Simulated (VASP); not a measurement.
A run of VASP 6.6.1 is set up as follows.

INCAR

```
PREC     = Accurate       # precision mode
ENCUT    = 520            # plane-wave cutoff, eV
EDIFF    = 1E-6           # SCF threshold, eV
ISMEAR   = -1             # smearing method
SIGMA    = 0.05           # smearing width, eV
LREAL    = F              # projectors in reciprocal space
LASPH    = T              # aspherical terms in the spheres
NELM     = 60             # most SCF steps
ALGO     = Normal         # electronic algorithm
ISIF     = 2              # what is computed and relaxed
LWAVE    = F              # write WAVECAR
LCHARG   = F              # write CHGCAR
GGA      = PE             # functional
NBANDS   = 11             # bands
```

The input KPOINTS:

```
Automatic mesh
0
Gamma
  7 7 7
```

Contents of POSCAR:

```
Ba
1.0
    3.9177175405      0.0000000000      0.0000000000
    0.0000000000      3.9177175405      0.0000000000
    0.0000000000      0.0000000000      3.9177175405
Ba
1
Direct
    0.0000000000      0.0000000000      0.0000000000
```

Potentials or basis: VASP PAW PBE potentials, release 64 (Ba_sv).

Command:

```sh
$ cat potpaw_PBE.64/Ba_sv/POTCAR > POTCAR
$ mpirun -np 1 vasp_std > vasp.out
```

Q: What does it give for the pressure?

A: 0.4 GPa.

Q: Estimate the band gap on the k mesh.

A: 0.15 eV, indirect (least direct gap 0.22 eV).

Caveat: spin-orbit coupling is left out, which moves the levels of the heavy elements. A k mesh can miss the band edges.
